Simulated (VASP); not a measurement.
# MgS (Fm-3m) in VASP: further runs

The runs below take MgS through single point, with PBE.

Program: VASP 6.6.1. These are calculated values, not measurements. Logs are shortened: lines on timing, memory, paths and dates and some standing lists are left out, and cuts for length are marked.

## (1) The cell of the first run

The structure is cubic, space group Fm-3m (No. 225). The conventional cell has a = 5.203 Å, b = 5.203 Å, c = 5.203 Å, α = 90.00°, β = 90.00°, γ = 90.00°. Within 3.4 Å of Mg (site symmetry m-3m) lie 6 S at 2.60 Å. S (site symmetry m-3m) has 6 Mg at 2.60 Å within 3.4 Å.

## (2) Single point, PBE

File INCAR:

```
SYSTEM = MgS
PREC     = Accurate       ! precision mode
ENCUT    = 520            ! plane-wave cutoff, eV
EDIFF    = 1E-6           ! SCF threshold, eV
ISMEAR   = 0              ! smearing method
SIGMA    = 0.01           ! smearing width, eV
LREAL    = .False.        ! projectors in reciprocal space
LASPH    = .True.         ! aspherical terms in the spheres
NELM     = 100            ! most SCF steps
ALGO     = Normal         ! electronic algorithm
ISIF     = 2              ! what is computed and relaxed
LWAVE    = .False.        ! write WAVECAR
LCHARG   = .False.        ! write CHGCAR
GGA      = PE             ! functional
NBANDS   = 11             ! bands
```

File KPOINTS:

```
Automatic mesh
0
Gamma
  4 4 4
  0 0 0
```

File POSCAR:

```
MgS
1.0
    0.0000000000      2.6015176528      2.6015176528
    2.6015176528      0.0000000000      2.6015176528
    2.6015176528      2.6015176528      0.0000000000
Mg S
1 1
Direct
    0.0000000000      0.0000000000      0.0000000000
    0.5000000000      0.5000000000      0.5000000000
```

Potentials or basis: VASP PAW PBE potentials, release 64 (Mg, S).

Command:

```console
$ cat potpaw_PBE.64/Mg/POTCAR potpaw_PBE.64/S/POTCAR > POTCAR
$ mpirun -np 1 vasp_std > vasp.out
```

OUTCAR:

```text
SYSTEM = MgS
   PREC = Accurate
   ENCUT = 520
   EDIFF = 1E-6
   ISMEAR = 0
   LREAL = .False.
   LASPH = .True.
   NELM = 100
   ISIF = 2
   GGA = PE

 ion  position               nearest neighbor table
   1  0.000  0.000  0.000-   2 2.60   2 2.60   2 2.60   2 2.60   2 2.60   2 2.60
   2  0.500  0.500  0.500-   1 2.60   1 2.60   1 2.60   1 2.60   1 2.60   1 2.60

  LATTYP: Found a face centered cubic cell.
 ALAT       =     5.2030353056

  Lattice vectors:

 A1 = (   0.0000000000,   2.6015176528,   2.6015176528)
 A2 = (   2.6015176528,   0.0000000000,   2.6015176528)
 A3 = (   2.6015176528,   2.6015176528,   0.0000000000)

Analysis of symmetry for initial positions (statically):
=====================================================================
 Subroutine PRICEL returns:
 Original cell was already a primitive cell.

 Routine SETGRP: Setting up the symmetry group for a
 face centered cubic supercell.

 Subroutine GETGRP returns: Found 48 space group operations
 (whereof 48 operations were pure point group operations)
 out of a pool of 48 trial point group operations.

The static configuration has the point symmetry O_h .

Analysis of symmetry for dynamics (positions and initial velocities):
=====================================================================
 Subroutine PRICEL returns:
 Original cell was already a primitive cell.

 Routine SETGRP: Setting up the symmetry group for a
 face centered cubic supercell.

 Subroutine GETGRP returns: Found 48 space group operations
 (whereof 48 operations were pure point group operations)
 out of a pool of 48 trial point group operations.

The dynamic configuration has the point symmetry O_h .

 Subroutine INISYM returns: Found 48 space group operations
 (whereof 48 operations are pure point group operations),
 and found     1 'primitive' translations

----------------------------------------------------------------------------------------

                                     Primitive cell

  volume of cell :      35.2136

  direct lattice vectors                    reciprocal lattice vectors
     0.000000000  2.601517653  2.601517653    -0.192195505  0.192195505  0.192195505
     2.601517653  0.000000000  2.601517653     0.192195505 -0.192195505  0.192195505
     2.601517653  2.601517653  0.000000000     0.192195505  0.192195505 -0.192195505

  length of vectors
     3.679101547  3.679101547  3.679101547     0.332892380  0.332892380  0.332892380

  position of ions in fractional coordinates (direct lattice)
     0.000000000  0.000000000  0.000000000
     0.500000000  0.500000000  0.500000000

  ion indices of the primitive-cell ions
   primitive index   ion index
                 1           1
                 2           2

----------------------------------------------------------------------------------------

 KPOINTS: Automatic mesh

Automatic generation of k-mesh.
 Grid dimensions read from file:
 generate k-points for:    4    4    4

 Generating k-lattice:

  Cartesian coordinates                     Fractional coordinates (reciprocal lattice)
    -0.048048876  0.048048876  0.048048876     0.250000000  0.000000000  0.000000000
     0.048048876 -0.048048876  0.048048876     0.000000000  0.250000000  0.000000000
     0.048048876  0.048048876 -0.048048876     0.000000000  0.000000000  0.250000000

  Length of vectors
     0.083223095  0.083223095  0.083223095

  Shift w.r.t. Gamma in fractional coordinates (k-lattice)
     0.000000000  0.000000000  0.000000000

 Subroutine IBZKPT returns following result:
 ===========================================

 Found      8 irreducible k-points:

 Following reciprocal coordinates:
            Coordinates               Weight
  0.000000  0.000000  0.000000      1.000000
  0.250000  0.000000  0.000000      8.000000
  0.500000  0.000000  0.000000      4.000000
  0.250000  0.250000  0.000000      6.000000
  0.500000  0.250000  0.000000     24.000000
 -0.250000  0.250000  0.000000     12.000000
  0.500000  0.500000  0.000000      3.000000
 -0.250000  0.500000  0.250000      6.000000
   k-points           NKPTS =      8   k-points in BZ     NKDIM =      8   number of bands    NBANDS=     11
   number of dos      NEDOS =    301   number of ions     NIONS =      2
   total plane-waves  NPLWV =  21952
   dimension x,y,z NGX =    28 NGY =   28 NGZ =   28
   dimension x,y,z NGXF=    56 NGYF=   56 NGZF=   56
   ions per type =               1   1
   NGX,Y,Z   is equivalent  to a cutoff of  12.65, 12.65, 12.65 a.u.
   NGXF,Y,Z  is equivalent  to a cutoff of  25.30, 25.30, 25.30 a.u.
 SYSTEM =  MgS
   PREC   = accura    normal or accurate (medium, high low for compatibility)
   ISTART =      0    job   : 0-new  1-cont  2-samecut
   ICHARG =      2    charge: 1-file 2-atom 10-const
   ISPIN  =      1    spin polarized calculation?
   LNONCOLLINEAR =      F non collinear calculations
   LSORBIT =      F    spin-orbit coupling
   LASPH  =      T    aspherical Exc in radial PAW
   ENCUT  =  520.0 eV  38.22 Ry    6.18 a.u.   6.84  6.84  6.84*2*pi/ulx,y,z
   NELM   =    100;   NELMIN=  2; NELMDL= -5     # of ELM steps
   EDIFF  = 0.1E-05   stopping-criterion for ELM
   LREAL  =      F    real-space projection
   EDIFFG = 0.1E-04   stopping-criterion for IOM
   NSW    =      0    number of steps for IOM
   IBRION =     -1    ionic relax: 0-MD 1-quasi-New 2-CG
   NFREE  =      0    steps in history (QN), initial steepest desc. (CG)
   ISIF   =      2    stress and relaxation
   ISYM   =      2    0-nonsym 1-usesym 2-fastsym
   POTIM  = 0.5000    time-step for ionic-motion
   TEBEG  =    0.0;   TEEND  =   0.0 temperature during run
   PSTRESS=    0.0 pullay stress
   NELECT =       8.0000    total number of electrons
   NUPDOWN=      -1.0000    fix difference up-down
   EMIN   =  10.00;   EMAX   =-10.00  energy-range for DOS
   EFERMI =   0.00;   METHOD = LEGACY
   ISMEAR =     0;   SIGMA  =   0.01  broadening in eV -4-tet -1-fermi 0-gaus
   EFERMI_NEDOS =   21; number of points for ismear=-14 and -15
   IALGO  =     38    algorithm
   IMIX   =      4    mixing-type and parameters
     AMIX     =   0.40;   BMIX     =  1.00
     AMIX_MAG =   1.60;   BMIX_MAG =  1.00
  volume/ion in A,a.u.               =      17.61       118.82
  Fermi-wavevector in a.u.,A,eV,Ry     =   0.998929  1.887703 13.576704  0.997860
  Thomas-Fermi vector in A             =   2.131186
   LORBIT       =      0    0 simple, 1 ext, 2 COOP (PROOUT), +10 PAW based schemes
   GGA     = PE    functional components
   LHFCALC =     F    Hartree Fock is set to
   AEXX    =    0.0000 exact exchange contribution
   IVDW    =     0    specifies the selected vdW correction
   LEPSILON=     F    determine dielectric tensor
   LRPA    =     F    only Hartree local field effects (RPA)
 non-spin polarized calculation
 Gauss-broadening in eV      SIGMA  =   0.01
  energy-cutoff  :      520.00
  volume of cell :       35.21
 maximum number of plane-waves:       960
   NGX = 13   NGY = 13   NGZ = 13

 number of electron       8.0000000 magnetization

 Free energy of the ion-electron system (eV)
  ---------------------------------------------------
  ext. energy  EPLUGINS =         0.00000000
  ---------------------------------------------------
  free energy    TOTEN  =        -8.45396033 eV

  energy without entropy =       -8.45396033  energy(sigma->0) =       -8.45396033

 E-fermi :   3.8860     XC(G=0):  -9.6807

 val. band max:        3.7551878157   @ k =   0.0000   0.0000   0.0000
 cond. band min:       6.5057843149   @ k =   0.5000   0.5000   0.0000
 fundamental gap:      2.7505964991
 Fermi energy:         3.8859707406

 k-point     1 :       0.0000    0.0000    0.0000
  band No.  band energies     occupation
      1      -8.9138      2.00000
      2       3.7552      2.00000
      3       3.7552      2.00000
      4       3.7552      2.00000
      5       7.4550      0.00000
      6      11.6909      0.00000
      7      11.6909      0.00000
      8      11.6909      0.00000
      9      14.0875      0.00000
     10      14.0875      0.00000
     11      16.2759      0.00000

 k-point     2 :       0.2500    0.0000    0.0000
  band No.  band energies     occupation
      1      -8.3526      2.00000
      2       0.9407      2.00000
      3       3.4331      2.00000
      4       3.4331      2.00000
      5       8.7019      0.00000
      6      11.5550      0.00000
      7      11.5550      0.00000
      8      12.0492      0.00000
      9      14.0284      0.00000
     10      14.0284      0.00000
     11      15.6205      0.00000

 k-point     3 :       0.5000    0.0000    0.0000
  band No.  band energies     occupation
      1      -7.6034      2.00000
      2      -1.0873      2.00000
      3       3.1644      2.00000
      4       3.1644      2.00000
      5       8.2883      0.00000
      6      10.6408      0.00000
      7      10.6408      0.00000
      8      13.8525      0.00000
      9      15.8985      0.00000
     10      18.1309      0.00000
     11      18.1309      0.00000

 k-point     4 :       0.2500    0.2500    0.0000
  band No.  band energies     occupation
      1      -8.1762      2.00000
      2       1.2000      2.00000
      3       2.7823      2.00000
      4       2.7823      2.00000
      5       8.7395      0.00000
      6       9.3645      0.00000
      7      11.9664      0.00000
      8      13.9359      0.00000
      9      13.9359      0.00000
     10      15.0796      0.00000
     11      19.0815      0.00000

 k-point     5 :       0.5000    0.2500    0.0000
  band No.  band energies     occupation
      1      -7.4381      2.00000
      2      -0.2960      2.00000
      3       1.5434      2.00000
      4       2.5478      2.00000
      5       8.1398      0.00000
      6      10.4882      0.00000
      7      12.5573      0.00000
      8      12.7145      0.00000
      9      16.3879      0.00000
     10      18.3195      0.00000
     11      19.3161      0.00000

 k-point     6 :      -0.2500    0.2500    0.0000
  band No.  band energies     occupation
      1      -7.6780      2.00000
      2       0.0489      2.00000
      3       1.4173      2.00000
      4       3.1244      2.00000
      5       9.4172      0.00000
      6      11.3297      0.00000
      7      11.6370      0.00000
      8      11.6956      0.00000
      9      14.2754      0.00000
     10      17.9380      0.00000
     11      18.9649      0.00000

 k-point     7 :       0.5000    0.5000    0.0000
  band No.  band energies     occupation
      1      -7.2307      2.00000
      2      -0.4488      2.00000
      3       2.0674      2.00000
      4       2.0674      2.00000
      5       6.5058      0.00000
      6       8.1316      0.00000
      7      15.7583      0.00000
      8      16.5595      0.00000
      9      17.1132      0.00000
     10      17.1132      0.00000
     11      19.5856      0.00000

 k-point     8 :      -0.2500    0.5000    0.2500
  band No.  band energies     occupation
      1      -7.1855      2.00000
      2       0.5181      2.00000
      3       0.5181      2.00000
      4       1.3879      2.00000
      5       8.9877      0.00000
      6      11.7024      0.00000
      7      11.7024      0.00000
      8      11.8037      0.00000
      9      18.0791      0.00000
     10      18.0791      0.00000
     11      19.4499      0.00000

------------------------ aborting loop because EDIFF is reached ----------------------------------------

  FORCE on cell =-STRESS in cart. coord.  units (eV):
  Direction    XX          YY          ZZ          XY          YZ          ZX
  --------------------------------------------------------------------------------------
  -------------------------------------------------------------------------------------
  Total        0.2737100      0.2737100      0.2737100     -0.0000000      0.0000000     -0.0000000
  in kB       12.4534856     12.4534856     12.4534856     -0.0000000      0.0000000     -0.0000000
  external PRESSURE =      12.4534856 kB  Pullay stress =       0.0000000 kB

 VOLUME and BASIS-vectors are now :
 -----------------------------------------------------------------------------
  energy-cutoff  :      520.00
  volume of cell :       35.21
      direct lattice vectors                 reciprocal lattice vectors
     0.000000000  2.601517653  2.601517653    -0.192195505  0.192195505  0.192195505
     2.601517653  0.000000000  2.601517653     0.192195505 -0.192195505  0.192195505
     2.601517653  2.601517653  0.000000000     0.192195505  0.192195505 -0.192195505

 POSITION                                       TOTAL-FORCE (eV/Angst)
 -----------------------------------------------------------------------------------
      0.00000      0.00000      0.00000         0.000000      0.000000      0.000000
      2.60152      2.60152      2.60152        -0.000000     -0.000000     -0.000000
 -----------------------------------------------------------------------------------
    total drift:                                0.000000      0.000000      0.000000

  FREE ENERGIE OF THE ION-ELECTRON SYSTEM (eV)
  ---------------------------------------------------
  free  energy   TOTEN  =        -8.4539603282 eV

  energy  without entropy=       -8.4539603282  energy(sigma->0) =       -8.45396033
```

Run time: 5.8 s. Hardware: 1 thread of AMD EPYC 7R13, shared host; peak memory 0.12 GiB.

What came out:

* Free energy: -8.4540 eV
* Pressure: 1.2 GPa
* Band gap on the k mesh: 2.75 eV, indirect (least direct gap 3.70 eV)

Caveat: the k points lie up to 0.52 Å⁻¹ apart.

## (3) Single point, PBE (volume changed by -5%)

File INCAR:

```
ALGO = Normal
EDIFF = 1E-7
ENCUT = 520
GGA = PE
ISIF = 2
ISMEAR = 0
LASPH = True
LCHARG = False
LREAL = False
LWAVE = False
NBANDS = 11
NELM = 80
PREC = Accurate
SIGMA = 0.01
```

File KPOINTS:

```
k-points
0
Gamma
  4 4 4
```

File POSCAR:

```
MgS
1.0
    0.0000000000      2.5574156134      2.5574156134
    2.5574156134      0.0000000000      2.5574156134
    2.5574156134      2.5574156134      0.0000000000
Mg S
1 1
Direct
    0.0000000000      0.0000000000      0.0000000000
    0.5000000000      0.5000000000      0.5000000000
```

Potentials or basis: VASP PAW PBE potentials, release 64 (Mg, S).

Command:

```console
$ cat potpaw_PBE.64/Mg/POTCAR potpaw_PBE.64/S/POTCAR > POTCAR
$ mpirun -np 1 vasp_std > vasp.out
```

It took 8 s on 1 thread of AMD EPYC 7R13, shared host; peak memory 0.12 GiB.

The run converged. Its results:

- Free energy: -8.4160 eV
- Pressure: 5.8 GPa
- Band gap on the k mesh: 2.86 eV, indirect (least direct gap 4.12 eV)

Levels at points of the mesh, in eV from the valence-band top:
```tsv
k point	band 1	band 2	band 3	band 4	band 5	band 6	band 7	band 8	band 9
(0.00, 0.00, 0.00)	-12.97	0.00	0.00	0.00	4.12	7.90	7.90	7.90	10.39
(0.50, 0.00, 0.00)	-11.53	-5.12	-0.65	-0.65	4.60	6.94	6.94	10.66	12.44
(0.50, 0.50, 0.00)	-11.11	-4.48	-1.81	-1.81	2.86	4.21	12.52	12.95	13.90
```

Caveat: the k points lie up to 0.53 Å⁻¹ apart. A k mesh can miss the band edges.

## (4) Single point, PBE (volume changed by +5%)

File INCAR:

```
PREC = Accurate
ENCUT = 520
EDIFF = 1E-6
ISMEAR = 0
SIGMA = 0.01
LREAL = False
LASPH = True
NELM = 60
ALGO = Normal
ISIF = 2
LWAVE = False
LCHARG = False
GGA = PE
NBANDS = 11
```

File KPOINTS:

```
Automatic mesh
0
Gamma
  4 4 4
```

File POSCAR:

```
MgS
1.0
    0.0000000000      2.6441730645      2.6441730645
    2.6441730645      0.0000000000      2.6441730645
    2.6441730645      2.6441730645      0.0000000000
Mg S
1 1
Direct
    0.0000000000      0.0000000000      0.0000000000
    0.5000000000      0.5000000000      0.5000000000
```

Command:

```console
$ cat potpaw_PBE.64/Mg/POTCAR potpaw_PBE.64/S/POTCAR > POTCAR
$ mpirun -np 1 vasp_std > vasp.out
```

Run time: 7.1 s. Hardware: 1 thread of AMD EPYC 7R13, shared host; peak memory 0.12 GiB.

It converged, with:

```
Free energy            : -8.4478 eV
Pressure               : -2.3 GPa
Band gap on the k mesh : 2.64 eV, indirect (least direct gap 3.33 eV)
```

Levels at points of the mesh, in eV from the valence-band top:
| k point | band 2 | band 3 | band 4 | band 5 | band 6 | band 7 |
| --- | --- | --- | --- | --- | --- | --- |
| (0.00, 0.00, 0.00) | 0.00 | 0.00 | 0.00 | 3.33 | 7.96 | 7.96 |
| (0.50, 0.00, 0.00) | -4.59 | -0.54 | -0.54 | 4.46 | 6.82 | 6.82 |
| (0.50, 0.50, 0.00) | -3.96 | -1.58 | -1.58 | 2.64 | 4.52 | 11.53 |

Caveat: the k points lie up to 0.51 Å⁻¹ apart.

## (5) Overview

```csv
cell,gap on the mesh (eV),pressure (GPa)
"a = 3.679 Å, angles 60.0°, 2 atoms",2.75,1.2
"a = 3.617 Å, angles 60.0°, 2 atoms",2.86,5.8
"a = 3.739 Å, angles 60.0°, 2 atoms",2.64,-2.3
```

Alike in all rows: task single point; level PBE; potentials or basis VASP PAW PBE potentials, release 64 (Mg, S); no spin polarisation; k mesh 4 × 4 × 4; cutoff (eV) 520; smearing gaussian 0.01 eV.

Caveats: all runs use coarse meshes.

Total energies depend on the potentials used, so only differences within one code and one set of settings carry meaning.
